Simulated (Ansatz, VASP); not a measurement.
# One calculation of LiF, two programs

```xyz
2
Lattice="0.0000 2.0417 2.0417 2.0417 0.0000 2.0417 2.0417 2.0417 0.0000" Properties=species:S:1:pos:R:3 pbc="T T T"
Li    0.0000    0.0000    0.0000
F     2.0417    2.0417    2.0417
```

Alike in both runs: functional PBE; k mesh 10 × 10 × 10; occupations gaussian, width 0.1 eV; no spin polarisation.

Ansatz relaxed the structure, and its values are those at the end. VASP's run is a single point on that final structure, the one shown.

|  | VASP | Ansatz |
| --- | --- | --- |
| version | VASP 6.6.1 | Ansatz 0.2.0 |
| potentials or method | VASP PAW PBE potentials, release 64 (Li_sv, F) | scalar-relativistic, plane waves, PAW (harder set) |
| plane-wave cutoff (eV) | 750 | 1050 |
| valence electrons in the cell | 10 | 10 |

Ansatz gave:

* gap on the k mesh at the Fermi level (eV): 8.71
* least direct gap on the mesh (eV): 8.71
* pressure (GPa): -0.8

**Question.** Which values does VASP return?

**Answer.** gap on the k mesh at the Fermi level (eV): 8.72; least direct gap on the mesh (eV): 8.72; pressure (GPa): -1.5.

With one functional, cell and mesh, what is left measures potentials, basis and numerics.
